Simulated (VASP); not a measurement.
Write the native input for VASP 6.6.1 that does the following.

```
Task                   : single point
Functional             : PBE
Dispersion             : D3(BJ)
Potentials or basis    : VASP PAW PBE potentials, release 64 (C)
Cutoff                 : 520 eV
k mesh                 : 7 × 11 × 3
Occupations            : gaussian, width 0.05 eV
Spin                   : no spin polarisation
Dipole correction      : no
Further INCAR settings : ALGO = Normal; EDIFF = 1e-06; NBANDS = 31
```

The structure of C lies in POSCAR:

```
C
1.0
    0.0000000000      1.4231463890     -3.3609366400
   -2.4649618524      0.0000000000      0.0000000000
    0.4108269754     11.1200638677      1.5102337620
C
10
Direct
    0.0536743174      1.5311011835      0.7866071009
    0.7273917677      0.4100807380      0.0604844277
    0.8089624051      0.9403358493      0.2420150960
   -0.1094669574      0.4705909607      0.4235457643
   -0.0278963200      1.0008460721      0.6050764326
    0.7541788697      0.9201743734      0.1210462406
   -0.1642504928      0.4504294848      0.3025769089
   -0.0826798554      0.9806845962      0.4841075772
   -0.0011092180      0.5109397076      0.6656382454
    0.0804614195      1.0411948190      0.8471689137
```

These files were run (other wordings do the same):

INCAR

```
ALGO = Normal
EDIFF = 1E-6
ENCUT = 520
GGA = PE
ISIF = 2
ISMEAR = 0
IVDW = 12
LASPH = T
LCHARG = F
LREAL = F
LWAVE = F
NBANDS = 31
NELM = 80
PREC = Accurate
SIGMA = 0.05
```

KPOINTS

```
k-points
0
Gamma
  7 11 3
```

Potentials or basis: VASP PAW PBE potentials, release 64 (C).

The run is started by

```sh
$ cat potpaw_PBE.64/C/POTCAR > POTCAR
$ mpirun -np 1 vasp_std > vasp.out
```

Results of the run:

```json
{
 "Pressure": "-2.8 GPa",
 "Largest force": "1.999 eV/Å",
 "Band gap on the k mesh": "0.07 eV, indirect (least direct gap 0.09 eV)",
 "Dispersion energy per atom": "-0.149 eV"
}
```

Caveat: forces of over 1 eV/Å act on the atoms, so gaps and moduli don't describe the material at rest.

Run time: 5.1 min on 1 thread of Oxide Virtual Turin-like Processor, with other jobs on the host, peak memory 0.32 GiB.
